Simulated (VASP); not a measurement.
Crystal: Rh.

```
Rh
1.0
     0.00000    1.90299    1.90299
     1.90299    0.00000    1.90299
     1.90299    1.90299    0.00000
Rh
1
Direct
  0.00000 0.00000 0.00000
```

Base run:

- Program: VASP 6.6.1
- Functional: LDA
- Potentials or basis: VASP PAW LDA potentials, release 64 (Rh_pv)
- Cutoff: 520 eV
- k mesh: 9 × 9 × 9
- Occupations: fermi-dirac, width 0.05 eV
- Spin: no spin polarisation

Its results: pressure -11.0 GPa.

Problem. After a change of settings the same cell gave: pressure -8.2 GPa. Which change was it?
A. k mesh from 9 × 9 × 9 to 18 × 18 × 18; further incar settings from ALGO = Normal; EDIFF = 1e-08; NBANDS = 14 to ALGO = Normal; EDIFF = 1e-06; NBANDS = 14
B. k mesh from 9 × 9 × 9 to 25 × 25 × 25; further incar settings from ALGO = Normal; EDIFF = 1e-08; NBANDS = 14 to ALGO = Normal; EDIFF = 1e-06; NBANDS = 14
C. k mesh from 9 × 9 × 9 to 5 × 5 × 5
D. further incar settings from ALGO = Normal; EDIFF = 1e-08; NBANDS = 14 to ALGO = Normal; EDIFF = 1e-07; NBANDS = 14

Solution. C.

Caveats: some runs use coarse meshes.
